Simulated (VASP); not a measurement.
# Cu (P6_3/mmc) in VASP: further runs

The runs below take Cu through single point, with PBEsol.

Everything below comes from runs of VASP 6.6.1. Logs are shortened: lines on timing, memory, paths and dates and some standing lists are left out, and cuts for length are marked.

### 1 The cell of the first run

The structure is hexagonal, space group P6_3/mmc (No. 194). The conventional cell has a = 2.534 Å, b = 2.534 Å, c = 4.113 Å, α = 90.00°, β = 90.00°, γ = 120.00°. Cu (site symmetry -6m2) has 12 Cu at 2.52 to 2.53 Å within 3.3 Å.

### 2 Single point, PBEsol

INCAR reads:

```
SYSTEM = Cu
PREC = Accurate
ENCUT = 520
EDIFF = 1E-7
ISMEAR = 1
SIGMA = 0.05
LREAL = .False.
LASPH = .True.
NELM = 100
ALGO = Normal
ISIF = 2
LWAVE = .False.
LCHARG = .False.
GGA = PS
NBANDS = 18
```

KPOINTS reads:

```
regular mesh
0
Gamma
  3 3 2
  0 0 0
```

POSCAR reads:

```
Cu
1.0
    2.5340970000      0.0000000000      0.0000000000
   -1.2670480000      2.1945920000      0.0000000000
    0.0000000000      0.0000000000      4.1125710000
Cu
2
Direct
    0.3333333333      0.6666666667      0.2500000000
    0.6666666667      0.3333333333      0.7500000000
```

Potentials or basis: VASP PAW PBE potentials, release 64 (Cu).

The run is started by

```sh
> cat potpaw_PBE.64/Cu/POTCAR > POTCAR
> mpirun -np 1 vasp_std > vasp.out
```

OUTCAR:

```text
SYSTEM = Cu
   PREC = Accurate
   ENCUT = 520
   EDIFF = 1E-7
   ISMEAR = 1
   LREAL = .False.
   LASPH = .True.
   NELM = 100
   ISIF = 2
   GGA = PS

 ion  position               nearest neighbor table
   1  0.333  0.667  0.250-   2 2.52   2 2.52   2 2.52   2 2.52   2 2.52   2 2.52
   2  0.667  0.333  0.750-   1 2.52   1 2.52   1 2.52   1 2.52   1 2.52   1 2.52

  LATTYP: Found a hexagonal cell.
 ALAT       =     2.5340970000
 C/A-ratio  =     1.6228940723

  Lattice vectors:

 A1 = (   2.5340970000,   0.0000000000,   0.0000000000)
 A2 = (  -1.2670480000,   2.1945920000,   0.0000000000)
 A3 = (   0.0000000000,   0.0000000000,   4.1125710000)

Analysis of symmetry for initial positions (statically):
=====================================================================
 Subroutine PRICEL returns:
 Original cell was already a primitive cell.

 Routine SETGRP: Setting up the symmetry group for a
 hexagonal supercell.

 Subroutine GETGRP returns: Found 24 space group operations
 (whereof 12 operations were pure point group operations)
 out of a pool of 24 trial point group operations.

The static configuration has the point symmetry D_3d.
 The point group associated with its full space group is D_6h.

Analysis of symmetry for dynamics (positions and initial velocities):
=====================================================================
 Subroutine PRICEL returns:
 Original cell was already a primitive cell.

 Routine SETGRP: Setting up the symmetry group for a
 hexagonal supercell.

 Subroutine GETGRP returns: Found 24 space group operations
 (whereof 12 operations were pure point group operations)
 out of a pool of 24 trial point group operations.

The dynamic configuration has the point symmetry D_3d.
 The point group associated with its full space group is D_6h.

 Subroutine INISYM returns: Found 24 space group operations
 (whereof 12 operations are pure point group operations),
 and found     1 'primitive' translations

----------------------------------------------------------------------------------------

                                     Primitive cell

  volume of cell :      22.8713

  direct lattice vectors                    reciprocal lattice vectors
     2.534097000  0.000000000  0.000000000     0.394617886  0.227832692  0.000000000
    -1.267048000  2.194592000  0.000000000     0.000000000  0.455665563  0.000000000
     0.000000000  0.000000000  4.112571000     0.000000000  0.000000000  0.243156896

  length of vectors
     2.534097000  2.534096423  4.112571000     0.455665460  0.455665563  0.243156896

  position of ions in fractional coordinates (direct lattice)
     0.333333333  0.666666667  0.250000000
     0.666666667  0.333333333  0.750000000

  ion indices of the primitive-cell ions
   primitive index   ion index
                 1           1
                 2           2

----------------------------------------------------------------------------------------

 KPOINTS: regular mesh

Automatic generation of k-mesh.
 Grid dimensions read from file:
 generate k-points for:    3    3    2

 Generating k-lattice:

  Cartesian coordinates                     Fractional coordinates (reciprocal lattice)
     0.131539295  0.075944231  0.000000000     0.333333333  0.000000000  0.000000000
     0.000000000  0.151888521  0.000000000     0.000000000  0.333333333  0.000000000
     0.000000000  0.000000000  0.121578448     0.000000000  0.000000000  0.500000000

  Length of vectors
     0.151888487  0.151888521  0.121578448

  Shift w.r.t. Gamma in fractional coordinates (k-lattice)
     0.000000000  0.000000000  0.000000000

 Subroutine IBZKPT returns following result:
 ===========================================

 Found      6 irreducible k-points:

 Following reciprocal coordinates:
            Coordinates               Weight
  0.000000  0.000000  0.000000      1.000000
  0.333333 -0.000000  0.000000      6.000000
  0.333333  0.333333  0.000000      2.000000
  0.000000  0.000000  0.500000      1.000000
  0.333333 -0.000000  0.500000      6.000000
  0.333333  0.333333  0.500000      2.000000
   k-points           NKPTS =      6   k-points in BZ     NKDIM =      6   number of bands    NBANDS=     18
   number of dos      NEDOS =    301   number of ions     NIONS =      2
   total plane-waves  NPLWV =  12800
   dimension x,y,z NGX =    20 NGY =   20 NGZ =   32
   dimension x,y,z NGXF=    40 NGYF=   40 NGZF=   64
   ions per type =               2
   NGX,Y,Z   is equivalent  to a cutoff of  13.12, 13.12, 12.94 a.u.
   NGXF,Y,Z  is equivalent  to a cutoff of  26.24, 26.24, 25.87 a.u.
 SYSTEM =  Cu
   PREC   = accura    normal or accurate (medium, high low for compatibility)
   ISTART =      0    job   : 0-new  1-cont  2-samecut
   ICHARG =      2    charge: 1-file 2-atom 10-const
   ISPIN  =      1    spin polarized calculation?
   LNONCOLLINEAR =      F non collinear calculations
   LSORBIT =      F    spin-orbit coupling
   LASPH  =      T    aspherical Exc in radial PAW
   ENCUT  =  520.0 eV  38.22 Ry    6.18 a.u.   4.71  4.71  7.65*2*pi/ulx,y,z
   NELM   =    100;   NELMIN=  2; NELMDL= -5     # of ELM steps
   EDIFF  = 0.1E-06   stopping-criterion for ELM
   LREAL  =      F    real-space projection
   EDIFFG = 0.1E-05   stopping-criterion for IOM
   NSW    =      0    number of steps for IOM
   IBRION =     -1    ionic relax: 0-MD 1-quasi-New 2-CG
   NFREE  =      0    steps in history (QN), initial steepest desc. (CG)
   ISIF   =      2    stress and relaxation
   ISYM   =      2    0-nonsym 1-usesym 2-fastsym
   POTIM  = 0.5000    time-step for ionic-motion
   TEBEG  =    0.0;   TEEND  =   0.0 temperature during run
   PSTRESS=    0.0 pullay stress
   NELECT =      22.0000    total number of electrons
   NUPDOWN=      -1.0000    fix difference up-down
   EMIN   =  10.00;   EMAX   =-10.00  energy-range for DOS
   EFERMI =   0.00;   METHOD = LEGACY
   ISMEAR =     1;   SIGMA  =   0.05  broadening in eV -4-tet -1-fermi 0-gaus
   EFERMI_NEDOS =   21; number of points for ismear=-14 and -15
   IALGO  =     38    algorithm
   IMIX   =      4    mixing-type and parameters
     AMIX     =   0.40;   BMIX     =  1.00
     AMIX_MAG =   1.60;   BMIX_MAG =  1.00
  volume/ion in A,a.u.               =      11.44        77.17
  Fermi-wavevector in a.u.,A,eV,Ry     =   1.616041  3.053874 35.532798  2.611587
  Thomas-Fermi vector in A             =   2.710691
   LORBIT       =      0    0 simple, 1 ext, 2 COOP (PROOUT), +10 PAW based schemes
   GGA     = PS    functional components
   LHFCALC =     F    Hartree Fock is set to
   AEXX    =    0.0000 exact exchange contribution
   IVDW    =     0    specifies the selected vdW correction
   LEPSILON=     F    determine dielectric tensor
   LRPA    =     F    only Hartree local field effects (RPA)
 non-spin polarized calculation
 Methfessel and Paxton  Order N= 1 SIGMA  =   0.05
  energy-cutoff  :      520.00
  volume of cell :       22.87
 maximum number of plane-waves:       640
 NGX is ok and might be reduce to    20
   NGX =  9   NGY =  9   NGZ = 15

 number of electron      21.9999980 magnetization

 Free energy of the ion-electron system (eV)
  ---------------------------------------------------
  ext. energy  EPLUGINS =         0.00000000
  ---------------------------------------------------
  free energy    TOTEN  =        -8.81464042 eV

  energy without entropy =       -8.80760246  energy(sigma->0) =       -8.81229443

 E-fermi :   6.6752     XC(G=0): -13.0945

 val. band max:        6.6599696325   @ k =   0.3333  -0.0000   0.5000
 cond. band min:       6.7081856041   @ k =   0.0000   0.0000   0.0000
 fundamental gap:      0.0482159716
 Fermi energy:         6.6752276576

 k-point     1 :       0.0000    0.0000    0.0000
  band No.  band energies     occupation
      1      -1.8312      2.00000
      2       2.5381      2.00000
      3       4.6726      2.00000
      4       4.7837      2.00000
      5       4.7837      2.00000
      6       5.0091      2.00000
[... 10 lines left out ...]
     17      31.5311      0.00000
     18      31.5312      0.00000

 k-point     2 :       0.3333   -0.0000    0.0000
  band No.  band energies     occupation
      1       1.3793      2.00000
      2       3.3288      2.00000
      3       3.5891      2.00000
      4       4.2627      2.00000
      5       4.7580      2.00000
      6       4.7972      2.00000
[... 10 lines left out ...]
     17      23.6407      0.00000
     18      27.5921      0.00000

 k-point     3 :       0.3333    0.3333    0.0000
  band No.  band energies     occupation
      1       3.4566      2.00000
      2       3.6029      2.00000
      3       3.6029      2.00000
      4       3.8955      2.00000
      5       4.5181      2.00000
      6       4.5181      2.00000
[... 10 lines left out ...]
     17      21.0722      0.00000
     18      21.0722      0.00000

 k-point     4 :       0.0000    0.0000    0.5000
  band No.  band energies     occupation
      1       0.3595      2.00000
      2       0.3595      2.00000
      3       4.4078      2.00000
      4       4.4078      2.00000
      5       4.7266      2.00000
      6       4.7266      2.00000
[... 10 lines left out ...]
     17      31.7583      0.00000
     18      31.7583      0.00000

 k-point     5 :       0.3333   -0.0000    0.5000
  band No.  band energies     occupation
      1       2.5155      2.00000
      2       2.5155      2.00000
      3       3.9727      2.00000
      4       3.9727      2.00000
      5       5.0814      2.00000
      6       5.0814      2.00000
[... 10 lines left out ...]
     17      25.2841      0.00000
     18      25.2841      0.00000

 k-point     6 :       0.3333    0.3333    0.5000
  band No.  band energies     occupation
      1       3.7227      2.00000
      2       3.7227      2.00000
      3       3.8619      2.00000
      4       3.8619      2.00000
      5       4.4421      2.00000
      6       4.4421      2.00000
[... 10 lines left out ...]
     17      28.4929      0.00000
     18      28.4929      0.00000

------------------------ aborting loop because EDIFF is reached ----------------------------------------

  FORCE on cell =-STRESS in cart. coord.  units (eV):
  Direction    XX          YY          ZZ          XY          YZ          ZX
  --------------------------------------------------------------------------------------
  -------------------------------------------------------------------------------------
  Total       -0.0665324     -0.0665324     -0.2946362     -0.0000000     -0.0000000      0.0000000
  in kB       -4.6607231     -4.6607215    -20.6398344     -0.0000011     -0.0000000      0.0000000
  external PRESSURE =      -9.9870930 kB  Pullay stress =       0.0000000 kB

 VOLUME and BASIS-vectors are now :
 -----------------------------------------------------------------------------
  energy-cutoff  :      520.00
  volume of cell :       22.87
      direct lattice vectors                 reciprocal lattice vectors
     2.534097000  0.000000000  0.000000000     0.394617886  0.227832692  0.000000000
    -1.267048000  2.194592000  0.000000000     0.000000000  0.455665563  0.000000000
     0.000000000  0.000000000  4.112571000     0.000000000  0.000000000  0.243156896

 POSITION                                       TOTAL-FORCE (eV/Angst)
 -----------------------------------------------------------------------------------
      0.00000      1.46306      1.02814        -0.000000      0.000000      0.000000
      1.26705      0.73153      3.08443         0.000000     -0.000000      0.000000
 -----------------------------------------------------------------------------------
    total drift:                                0.000000     -0.000000      0.000000

  FREE ENERGIE OF THE ION-ELECTRON SYSTEM (eV)
  ---------------------------------------------------
  free  energy   TOTEN  =        -8.8146404153 eV

  energy  without entropy=       -8.8076024612  energy(sigma->0) =       -8.81229443
```

It took 5.3 s on 1 thread of Intel Xeon 6975P-C, shared host; peak memory 0.13 GiB.

Results:

* Free energy: -8.8146 eV
* Pressure: -1.0 GPa
* Band gap on the k mesh: zero (band 11 reaches 11.88 eV, above the bottom of band 12 at 5.81 eV)

Levels at points of the mesh, in eV from the Fermi level:
```csv
k point,band 8,band 9,band 10,band 11,band 12,band 13,band 14,band 15
"(0.00, 0.00, 0.00)",-1.44,-1.44,-0.64,-0.64,0.03,5.12,22.66,23.17
"(0.00, 0.00, 0.50)",-1.95,-0.86,-0.86,-0.86,-0.86,13.98,13.98,23.36
```

Caveat: the k points lie up to 0.95 Å⁻¹ apart; the PAW data sets were made with another functional, which shifts forces and pressure a little.

(Part 1 of 2 ends here.)
